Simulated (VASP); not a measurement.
# Cu3Mo (P-6m2) in VASP: notebook

Cu3Mo is run at these levels: PBE; tasks: single point.

All numbers are computed with VASP 6.6.1; they aren't measurements. Logs are shortened: lines on timing, memory, paths and dates and some standing lists are left out, and cuts for length are marked.

## (1) The cell of the first run

Symmetry: P-6m2, No. 187, hexagonal system. Conventional cell: a = 2.639 Å, b = 2.639 Å, c = 8.698 Å, α = 90.00°, β = 90.00°, γ = 120.00°. Within 3.4 Å of Cu (site symmetry -6m2) lie 12 Cu at 2.58 to 2.64 Å. Cu (site symmetry 3m) has 9 Cu at 2.58 to 2.64 Å and 3 Mo at 2.73 Å within 3.4 Å. Within 3.5 Å of Mo (site symmetry -6m2) lie 6 Mo at 2.64 Å and 6 Cu at 2.73 Å.

The cell was generated, and may not be a known phase.

## (2) Single point, PBE

The input, INCAR:

```
ALGO = Normal
EDIFF = 1E-6
ENCUT = 820
GGA = PE
GGA_COMPAT = False
ISIF = 2
ISMEAR = 0
LASPH = True
LCHARG = True
LELF = True
LREAL = False
LVHAR = True
LWAVE = False
NBANDS = 44
NELM = 120
PREC = Accurate
SIGMA = 0.1
```

The input, KPOINTS:

```
k-points
0
Gamma
  6 6 2
```

The input, POSCAR:

```
Cu3Mo
1.0
    2.6387176596      0.0000000000      0.0000000000
   -1.3193588298      2.2851965266      0.0000000000
    0.0000000000      0.0000000000      8.6975776375
Cu Mo
3 1
Direct
    0.0000000000      0.0000000000      0.0000000000
    0.6666666667      0.3333333333      0.7608926105
    0.6666666667      0.3333333333      0.2391073895
    0.0000000000      0.0000000000      0.5000000000
```

Potentials or basis: VASP PAW PBE potentials, release 64 (Cu_sv_GW, Mo_sv).

Command:

```bash
> cat potpaw_PBE.64/Cu_sv_GW/POTCAR potpaw_PBE.64/Mo_sv/POTCAR > POTCAR
> mpirun -np 1 vasp_std > vasp.out
```

OUTCAR:

```text
EDIFF = 1E-6
   ENCUT = 820
   GGA = PE
   ISIF = 2
   ISMEAR = 0
   LASPH = True
   LREAL = False
   NELM = 120
   PREC = Accurate

 ion  position               nearest neighbor table
   1  0.000  0.000  0.000-   2 2.58   3 2.58   2 2.58   3 2.58   2 2.58   3 2.58
   2  0.667  0.333  0.761-   1 2.58   1 2.58   1 2.58   4 2.73   4 2.73   4 2.73
   3  0.667  0.333  0.239-   1 2.58   1 2.58   1 2.58   4 2.73   4 2.73   4 2.73
   4  0.000  0.000  0.500-   2 2.73   3 2.73   2 2.73   3 2.73   2 2.73   3 2.73

  LATTYP: Found a hexagonal cell.
 ALAT       =     2.6387176596
 C/A-ratio  =     3.2961380335

  Lattice vectors:

 A1 = (   2.6387176596,   0.0000000000,   0.0000000000)
 A2 = (  -1.3193588298,   2.2851965266,   0.0000000000)
 A3 = (   0.0000000000,   0.0000000000,   8.6975776375)

Analysis of symmetry for initial positions (statically):
=====================================================================
 Subroutine PRICEL returns:
 Original cell was already a primitive cell.

 Routine SETGRP: Setting up the symmetry group for a
 hexagonal supercell.

 Subroutine GETGRP returns: Found 12 space group operations
 (whereof 12 operations were pure point group operations)
 out of a pool of 24 trial point group operations.

The static configuration has the point symmetry D_3h.

Analysis of symmetry for dynamics (positions and initial velocities):
=====================================================================
 Subroutine PRICEL returns:
 Original cell was already a primitive cell.

 Routine SETGRP: Setting up the symmetry group for a
 hexagonal supercell.

 Subroutine GETGRP returns: Found 12 space group operations
 (whereof 12 operations were pure point group operations)
 out of a pool of 24 trial point group operations.

The dynamic configuration has the point symmetry D_3h.

 Subroutine INISYM returns: Found 12 space group operations
 (whereof 12 operations are pure point group operations),
 and found     1 'primitive' translations

----------------------------------------------------------------------------------------

                                     Primitive cell

  volume of cell :      52.4463

  direct lattice vectors                    reciprocal lattice vectors
     2.638717660  0.000000000  0.000000000     0.378971959  0.218799562  0.000000000
    -1.319358830  2.285196527  0.000000000     0.000000000  0.437599125  0.000000000
     0.000000000  0.000000000  8.697577638     0.000000000  0.000000000  0.114974541

  length of vectors
     2.638717660  2.638717660  8.697577638     0.437599125  0.437599125  0.114974541

  position of ions in fractional coordinates (direct lattice)
     0.000000000  0.000000000  0.000000000
     0.666666667  0.333333333  0.760892611
     0.666666667  0.333333333  0.239107389
     0.000000000  0.000000000  0.500000000

  ion indices of the primitive-cell ions
   primitive index   ion index
                 1           1
                 2           2
                 3           3
                 4           4

----------------------------------------------------------------------------------------

 KPOINTS: k-points

Automatic generation of k-mesh.
 Grid dimensions read from file:
 generate k-points for:    6    6    2

 Generating k-lattice:

  Cartesian coordinates                     Fractional coordinates (reciprocal lattice)
     0.063161993  0.036466594  0.000000000     0.166666667 -0.000000000  0.000000000
     0.000000000  0.072933187  0.000000000     0.000000000  0.166666667  0.000000000
     0.000000000  0.000000000  0.057487271     0.000000000  0.000000000  0.500000000

  Length of vectors
     0.072933187  0.072933187  0.057487271

  Shift w.r.t. Gamma in fractional coordinates (k-lattice)
     0.000000000  0.000000000  0.000000000

 Subroutine IBZKPT returns following result:
 ===========================================

 Found     14 irreducible k-points:

 Following reciprocal coordinates:
            Coordinates               Weight
  0.000000  0.000000  0.000000      1.000000
  0.166667  0.000000  0.000000      6.000000
  0.333333  0.000000  0.000000      6.000000
  0.500000  0.000000  0.000000      3.000000
  0.166667  0.166667  0.000000      6.000000
  0.333333  0.166667  0.000000     12.000000
  0.333333  0.333333  0.000000      2.000000
  0.000000  0.000000  0.500000      1.000000
  0.166667  0.000000  0.500000      6.000000
  0.333333  0.000000  0.500000      6.000000
  0.500000  0.000000  0.500000      3.000000
  0.166667  0.166667  0.500000      6.000000
  0.333333  0.166667  0.500000     12.000000
  0.333333  0.333333  0.500000      2.000000
   k-points           NKPTS =     14   k-points in BZ     NKDIM =     14   number of bands    NBANDS=     44
   number of dos      NEDOS =    301   number of ions     NIONS =      4
   total plane-waves  NPLWV =  65856
   dimension x,y,z NGX =    28 NGY =   28 NGZ =   84
   dimension x,y,z NGXF=    56 NGYF=   56 NGZF=  168
   ions per type =               3   1
   NGX,Y,Z   is equivalent  to a cutoff of  17.64, 17.64, 16.06 a.u.
   NGXF,Y,Z  is equivalent  to a cutoff of  35.28, 35.28, 32.11 a.u.
 SYSTEM =  unknown system
   PREC   = accura    normal or accurate (medium, high low for compatibility)
   ISTART =      0    job   : 0-new  1-cont  2-samecut
   ICHARG =      2    charge: 1-file 2-atom 10-const
   ISPIN  =      1    spin polarized calculation?
   LNONCOLLINEAR =      F non collinear calculations
   LSORBIT =      F    spin-orbit coupling
   LASPH  =      T    aspherical Exc in radial PAW
   ENCUT  =  820.0 eV  60.27 Ry    7.76 a.u.   6.16  6.16 20.31*2*pi/ulx,y,z
   NELM   =    120;   NELMIN=  2; NELMDL= -5     # of ELM steps
   EDIFF  = 0.1E-05   stopping-criterion for ELM
   LREAL  =      F    real-space projection
   EDIFFG = 0.1E-04   stopping-criterion for IOM
   NSW    =      0    number of steps for IOM
   IBRION =     -1    ionic relax: 0-MD 1-quasi-New 2-CG
   NFREE  =      0    steps in history (QN), initial steepest desc. (CG)
   ISIF   =      2    stress and relaxation
   ISYM   =      2    0-nonsym 1-usesym 2-fastsym
   POTIM  = 0.5000    time-step for ionic-motion
   TEBEG  =    0.0;   TEEND  =   0.0 temperature during run
   PSTRESS=    0.0 pullay stress
   NELECT =      71.0000    total number of electrons
   NUPDOWN=      -1.0000    fix difference up-down
   EMIN   =  10.00;   EMAX   =-10.00  energy-range for DOS
   EFERMI =   0.00;   METHOD = LEGACY
   ISMEAR =     0;   SIGMA  =   0.10  broadening in eV -4-tet -1-fermi 0-gaus
   EFERMI_NEDOS =   21; number of points for ismear=-14 and -15
   IALGO  =     38    algorithm
   IMIX   =      4    mixing-type and parameters
     AMIX     =   0.40;   BMIX     =  1.00
     AMIX_MAG =   1.60;   BMIX_MAG =  1.00
  volume/ion in A,a.u.               =      13.11        88.48
  Fermi-wavevector in a.u.,A,eV,Ry     =   1.811018  3.422327 44.624183  3.279785
  Thomas-Fermi vector in A             =   2.869560
   LORBIT       =      0    0 simple, 1 ext, 2 COOP (PROOUT), +10 PAW based schemes
   GGA     = PE    functional components
   LHFCALC =     F    Hartree Fock is set to
   AEXX    =    0.0000 exact exchange contribution
   IVDW    =     0    specifies the selected vdW correction
   LEPSILON=     F    determine dielectric tensor
   LRPA    =     F    only Hartree local field effects (RPA)
 non-spin polarized calculation
 Gauss-broadening in eV      SIGMA  =   0.10
  energy-cutoff  :      820.00
  volume of cell :       52.45
 maximum number of plane-waves:      2828
 NGX is ok and might be reduce to    28
   NGX = 13   NGY = 13   NGZ = 41

 number of electron      71.0000006 magnetization

 Free energy of the ion-electron system (eV)
  ---------------------------------------------------
  ext. energy  EPLUGINS =         0.00000000
  ---------------------------------------------------
  free energy    TOTEN  =       -21.45083826 eV

  energy without entropy =      -21.43332108  energy(sigma->0) =      -21.44207967

 E-fermi :   8.7505     XC(G=0): -13.1877

 val. band max:        8.6896457982   @ k =   0.5000   0.0000   0.5000
 cond. band min:       8.7830131453   @ k =   0.1667   0.0000   0.5000
 fundamental gap:      0.0933673472
 Fermi energy:         8.7505232631

 k-point     1 :       0.0000    0.0000    0.0000
  band No.  band energies     occupation
      1    -103.9173      2.00000
      2    -103.9171      2.00000
      3    -103.4766      2.00000
      4     -61.3546      2.00000
      5     -61.3523      2.00000
      6     -61.2205      2.00000
[... 36 lines left out ...]
     43      22.7435      0.00000
     44      23.3066      0.00000

 k-point     2 :       0.1667    0.0000    0.0000
  band No.  band energies     occupation
      1    -103.9158      2.00000
      2    -103.9157      2.00000
      3    -103.4752      2.00000
      4     -61.3526      2.00000
      5     -61.3509      2.00000
      6     -61.2344      2.00000
[... 36 lines left out ...]
     43      22.1524      0.00000
     44      23.6478      0.00000

 k-point     3 :       0.3333    0.0000    0.0000
  band No.  band energies     occupation
      1    -103.9130      2.00000
      2    -103.9130      2.00000
      3    -103.4724      2.00000
      4     -61.3485      2.00000
      5     -61.3483      2.00000
      6     -61.2627      2.00000
[... 36 lines left out ...]
     43      17.6316      0.00000
     44      19.7838      0.00000

 k-point     4 :       0.5000    0.0000    0.0000
  band No.  band energies     occupation
      1    -103.9117      2.00000
      2    -103.9117      2.00000
      3    -103.4711      2.00000
      4     -61.3468      2.00000
      5     -61.3464      2.00000
      6     -61.2769      2.00000
[... 36 lines left out ...]
     43      16.8183      0.00000
     44      17.8059      0.00000

 k-point     5 :       0.1667    0.1667    0.0000
  band No.  band energies     occupation
      1    -103.9137      2.00000
      2    -103.9136      2.00000
      3    -103.4731      2.00000
      4     -61.3493      2.00000
      5     -61.3489      2.00000
      6     -61.2530      2.00000
[... 36 lines left out ...]
     43      19.2516      0.00000
     44      20.9016      0.00000

 k-point     6 :       0.3333    0.1667    0.0000
  band No.  band energies     occupation
      1    -103.9116      2.00000
      2    -103.9116      2.00000
      3    -103.4710      2.00000
      4     -61.3467      2.00000
      5     -61.3462      2.00000
      6     -61.2697      2.00000
[... 36 lines left out ...]
     43      17.1661      0.00000
     44      17.4585      0.00000

 k-point     7 :       0.3333    0.3333    0.0000
  band No.  band energies     occupation
      1    -103.9110      2.00000
      2    -103.9109      2.00000
      3    -103.4704      2.00000
      4     -61.3460      2.00000
      5     -61.3452      2.00000
      6     -61.2608      2.00000
[... 36 lines left out ...]
     43      15.8147      0.00000
     44      16.1089      0.00000

 k-point     8 :       0.0000    0.0000    0.5000
  band No.  band energies     occupation
      1    -103.9174      2.00000
      2    -103.9172      2.00000
      3    -103.4767      2.00000
      4     -61.3549      2.00000
      5     -61.3524      2.00000
      6     -61.2206      2.00000
[... 36 lines left out ...]
     43      22.7431      0.00000
     44      24.3164      0.00000

 k-point     9 :       0.1667    0.0000    0.5000
  band No.  band energies     occupation
      1    -103.9159      2.00000
      2    -103.9157      2.00000
      3    -103.4752      2.00000
      4     -61.3528      2.00000
      5     -61.3510      2.00000
      6     -61.2344      2.00000
[... 36 lines left out ...]
     43      22.4272      0.00000
     44      23.4579      0.00000

 k-point    10 :       0.3333    0.0000    0.5000
  band No.  band energies     occupation
      1    -103.9130      2.00000
      2    -103.9130      2.00000
      3    -103.4724      2.00000
      4     -61.3483      2.00000
      5     -61.3482      2.00000
      6     -61.2629      2.00000
[... 36 lines left out ...]
     43      18.3900      0.00000
     44      19.6203      0.00000

 k-point    11 :       0.5000    0.0000    0.5000
  band No.  band energies     occupation
      1    -103.9116      2.00000
      2    -103.9116      2.00000
      3    -103.4710      2.00000
      4     -61.3467      2.00000
      5     -61.3461      2.00000
      6     -61.2769      2.00000
[... 36 lines left out ...]
     43      15.9605      0.00000
     44      19.0126      0.00000

 k-point    12 :       0.1667    0.1667    0.5000
  band No.  band energies     occupation
      1    -103.9137      2.00000
      2    -103.9136      2.00000
      3    -103.4731      2.00000
      4     -61.3494      2.00000
      5     -61.3488      2.00000
      6     -61.2531      2.00000
[... 36 lines left out ...]
     43      19.4127      0.00000
     44      19.4969      0.00000

 k-point    13 :       0.3333    0.1667    0.5000
  band No.  band energies     occupation
      1    -103.9117      2.00000
      2    -103.9115      2.00000
      3    -103.4710      2.00000
      4     -61.3468      2.00000
      5     -61.3462      2.00000
      6     -61.2698      2.00000
[... 36 lines left out ...]
     43      17.6491      0.00000
     44      18.1977      0.00000

 k-point    14 :       0.3333    0.3333    0.5000
  band No.  band energies     occupation
      1    -103.9110      2.00000
      2    -103.9109      2.00000
      3    -103.4704      2.00000
      4     -61.3458      2.00000
      5     -61.3452      2.00000
      6     -61.2608      2.00000
[... 36 lines left out ...]
     43      17.1441      0.00000
     44      17.3460      0.00000

------------------------ aborting loop because EDIFF is reached ----------------------------------------

  FORCE on cell =-STRESS in cart. coord.  units (eV):
  Direction    XX          YY          ZZ          XY          YZ          ZX
  --------------------------------------------------------------------------------------
  -------------------------------------------------------------------------------------
  Total       -0.2568974     -0.2568974     -0.2172039      0.0000000      0.0000000      0.0000000
  in kB       -7.8479360     -7.8479360     -6.6353437      0.0000000      0.0000000      0.0000000
  external PRESSURE =      -7.4437386 kB  Pullay stress =       0.0000000 kB

 VOLUME and BASIS-vectors are now :
 -----------------------------------------------------------------------------
  energy-cutoff  :      820.00
  volume of cell :       52.45
      direct lattice vectors                 reciprocal lattice vectors
     2.638717660  0.000000000  0.000000000     0.378971959  0.218799562  0.000000000
    -1.319358830  2.285196527  0.000000000     0.000000000  0.437599125  0.000000000
     0.000000000  0.000000000  8.697577638     0.000000000  0.000000000  0.114974541

 POSITION                                       TOTAL-FORCE (eV/Angst)
 -----------------------------------------------------------------------------------
      0.00000      0.00000      0.00000         0.000000     -0.000000      0.000000
      1.31936      0.76173      6.61792        -0.000000     -0.000000      0.004725
      1.31936      0.76173      2.07966        -0.000000      0.000000     -0.004725
      0.00000      0.00000      4.34879        -0.000000     -0.000000      0.000000
 -----------------------------------------------------------------------------------
    total drift:                               -0.000002      0.000001      0.000000

  FREE ENERGIE OF THE ION-ELECTRON SYSTEM (eV)
  ---------------------------------------------------
  free  energy   TOTEN  =       -21.4508382617 eV

  energy  without entropy=      -21.4333210829  energy(sigma->0) =      -21.44207967
```

Run time: 2.5 min. Hardware: 1 thread of Intel Xeon Platinum 8559C (Emerald Rapids), shared host; peak memory 0.29 GiB.

What came out:

| Item | Value |
| --- | --- |
| Free energy | -21.4508 eV |
| Pressure | -0.7 GPa |
| Largest force | 0.005 eV/Å |
| Band gap on the k mesh | zero (an odd number of electrons rules out a gap without spin polarisation) |

Forces in eV/Å, atoms in the order of the input:
```
Cu   0.000  0.000  0.000
Cu   0.000  0.000  0.005
Cu   0.000  0.000 -0.005
Mo   0.000  0.000  0.000
```

Stress tensor (GPa, compression positive):
```
-0.78  0.00  0.00
 0.00 -0.78  0.00
 0.00  0.00 -0.66
```

Levels at points of the mesh, in eV from the Fermi level:
```csv
k point,band 33,band 34,band 35,band 36,band 37,band 38
"(0.00, 0.00, 0.00)",-2.14,-1.63,-1.63,-0.95,-0.95,-0.45
"(0.50, 0.00, 0.00)",-1.33,-0.81,0.68,0.81,1.35,1.68
"(0.00, 0.00, 0.50)",-2.09,-1.79,-1.67,-1.67,-0.94,-0.94
"(0.50, 0.00, 0.50)",-1.33,-0.82,-0.06,1.27,1.33,1.54
```

Caveat: the k points lie up to 0.46 Å⁻¹ apart, too coarse for converged energies and pressures of a metal.

## (3) Single point, PBE, collinear spin

The input, INCAR:

```
  PREC = Accurate
  ENCUT = 820
  EDIFF = 1E-6
  ISMEAR = 0
  SIGMA = 0.1
  LREAL = F
  LASPH = T
  NELM = 200
  ALGO = Normal
  ISIF = 2
  LWAVE = F
  LCHARG = T
  ISPIN = 2
  MAGMOM = 0 0 0 1
  LORBIT = 11
  LMAXMIX = 4
  GGA = PE
  LELF = T
  LVHAR = T
  NBANDS = 48
  GGA_COMPAT = F
```

The input, KPOINTS:

```
Automatic mesh
0
Gamma
  6 6 2
```

POSCAR is that of step 2.

Potentials or basis: VASP PAW PBE potentials, release 64 (Cu_sv_GW, Mo_sv).

Command:

```bash
> cat potpaw_PBE.64/Cu_sv_GW/POTCAR potpaw_PBE.64/Mo_sv/POTCAR > POTCAR
> mpirun -np 1 vasp_std > vasp.out
```

It took 3.9 min on 1 thread of AMD EPYC 7R13 (Zen 3), shared host; peak memory 0.33 GiB.

The run converged. Its results:

```
Free energy                                           : -21.4508 eV
Pressure                                              : -0.4 GPa
Largest force                                         : 0.008 eV/Å
Net moment                                            : 0.00 μB per cell
Valence electrons inside the program's atomic spheres : Cu 17.52, 17.54 (each value once); Mo 12.61
```

Forces on the atoms (eV/Å):
```
Cu   0.000  0.000  0.000
Cu   0.000  0.000  0.008
Cu   0.000  0.000 -0.008
Mo   0.000  0.000  0.000
```

Stress tensor (GPa, compression positive):
```
-0.47  0.00  0.00
 0.00 -0.47  0.00
 0.00  0.00 -0.38
```

Levels at points of the mesh, in eV from the Fermi level:
Spin up:
```csv
k point,band 33,band 34,band 35,band 36,band 37,band 38
"(0.00, 0.00, 0.00)",-2.14,-1.63,-1.63,-0.95,-0.95,-0.45
"(0.50, 0.00, 0.00)",-1.33,-0.81,0.68,0.81,1.35,1.68
"(0.00, 0.00, 0.50)",-2.09,-1.79,-1.67,-1.67,-0.94,-0.94
"(0.50, 0.00, 0.50)",-1.33,-0.82,-0.06,1.27,1.33,1.54
```
Spin down:
| k point | band 32 | band 33 | band 34 | band 35 | band 36 | band 37 | band 38 | band 39 |
| --- | --- | --- | --- | --- | --- | --- | --- | --- |
| (0.00, 0.00, 0.00) | -2.14 | -2.14 | -1.63 | -1.63 | -0.94 | -0.94 | -0.45 | 2.50 |
| (0.50, 0.00, 0.00) | -1.66 | -1.33 | -0.81 | 0.68 | 0.81 | 1.35 | 1.69 | 3.43 |
| (0.00, 0.00, 0.50) | -2.09 | -2.09 | -1.79 | -1.67 | -1.67 | -0.93 | -0.93 | 2.50 |
| (0.50, 0.00, 0.50) | -1.43 | -1.33 | -0.82 | -0.06 | 1.27 | 1.33 | 1.54 | 4.01 |

Caveat: the k points lie up to 0.46 Å⁻¹ apart.

The gap in the log of VASP goes by the Fermi energy; the results here count the filled bands.